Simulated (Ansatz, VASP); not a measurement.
## C: VASP beside Ansatz

```
C
1.0
    -1.55912    1.55912    1.98017
     1.55912   -1.55912    1.98017
     1.55912    1.55912   -1.98017
C
3
Direct
  0.50000 0.00000 0.50000
  0.00000 0.50000 0.50000
  0.00000 0.00000 0.00000
```

Alike in both runs: task relaxation of cell and atoms; functional PBE; k mesh 20 × 20 × 20; occupations gaussian, width 0.1 eV; no spin polarisation.

|  | VASP | Ansatz |
| --- | --- | --- |
| version | VASP 6.6.1 | Ansatz 0.2.0 |
| potentials or method | VASP PAW PBE potentials, release 64 (C), cutoff 600 eV | scalar-relativistic, plane waves, PAW |
| valence electrons in the cell | 12 | 12 |

Ansatz gave:

| Item | Value |
| --- | --- |
| gap on the k mesh at the Fermi level, each at its own relaxed structure (eV) | none |
| relaxed volume (Å³/atom) | 6.65 |
| relaxed cell length with the largest relative difference (Å) | 3.022 |

Task: What did VASP give for the same quantities?

Result: gap on the k mesh at the Fermi level, each at its own relaxed structure (eV): none; relaxed volume (Å³/atom): 6.66; relaxed cell length with the largest relative difference (Å): 3.024.

A gap of «none» marks a metal or a gap that the smearing closes.
